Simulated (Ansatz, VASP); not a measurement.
# One calculation of SnGe7, two programs

File INCAR:

```
SYSTEM = SnGe7
PREC = Accurate ; ENCUT = 600
EDIFF = 1E-6 ; ISMEAR = 0
SIGMA = 0.2 ; LREAL = .FALSE.
LASPH = .TRUE. ; NELM = 100
ALGO = Normal ; ISIF = 3
LWAVE = .FALSE. ; LCHARG = .FALSE.
GGA = PE ; IBRION = 2
NSW = 36 ; EDIFFG = -0.08
```

Contents of KPOINTS:

```
regular mesh
0
G
  4 4 2
  0 0 0
```

Contents of POSCAR:

```
SnGe7
1.0
    4.0800000000      0.0000000000      0.0000000000
    0.0000000000      4.0800000000      0.0000000000
    0.0000000000      0.0000000000     11.6000000000
Sn Ge
1 7
Direct
    0.0000000000      0.0000000000      0.0000000000
    0.5000000000      0.5000000000      0.7500000000
    0.0000000000      0.5000000000      0.6250000000
    0.5000000000      0.5000000000      0.2500000000
    0.5000000000      0.0000000000      0.3750000000
    0.5000000000      0.0000000000      0.8750000000
    0.0000000000      0.5000000000      0.1250000000
    0.0000000000      0.0000000000      0.5000000000
```

Input for Ansatz:

```yaml
crystal:
  lattice:
    - [4.08, 0.0, 0.0]
    - [0.0, 4.08, 0.0]
    - [0.0, 0.0, 11.6]
  atoms:
    - { symbol: Sn, position: [0.0, 0.0, 0.0] }
    - { symbol: Ge, position: [0.5, 0.5, 0.75] }
    - { symbol: Ge, position: [0.0, 0.5, 0.625] }
    - { symbol: Ge, position: [0.5, 0.5, 0.25] }
    - { symbol: Ge, position: [0.5, 0.0, 0.375] }
    - { symbol: Ge, position: [0.5, 0.0, 0.875] }
    - { symbol: Ge, position: [0.0, 0.5, 0.125] }
    - { symbol: Ge, position: [0.0, 0.0, 0.5] }
basis:
  ecutwfc: 420
kpoints:
  mp_grid: { grid: [4, 4, 2] }
hamiltonian:
  xc: pbe
scf:
  occupations: { method: gaussian, width: 0.2 }
  lower_state_search: "off"
output:
  forces: true
  stress: true
  eigenvalues: true
relax:
  adjacent_minimum: "off"
  f_tol: 0.08
  max_steps: 16
  cell: { stress_tol: 0.8 }
```

Alike in both runs: task relaxation of cell and atoms; functional PBE; k mesh 4 × 4 × 2; occupations gaussian, width 0.2 eV; no spin polarisation.

```csv
,VASP,Ansatz
version,VASP 6.6.1,Ansatz 0.2.0
potentials or method,"VASP PAW PBE potentials, release 64 (Sn_d, Ge_d), cutoff 600 eV","scalar-relativistic, plane waves, PAW"
valence electrons in the cell,112,112
```

|  | VASP | Ansatz | Ansatz less VASP |
| --- | --- | --- | --- |
| gap on the k mesh at the Fermi level, each at its own relaxed structure (eV) | none | none | - |
| relaxed volume (Å³/atom) | 25.51 | 25.72 | +0.215 |
| relaxed cell length with the largest relative difference (Å) | 11.574 | 11.626 | +0.0524 |

A gap of «none» marks a metal or a gap that the smearing closes.

The k mesh is coarse, so the values compare programs but aren't converged.
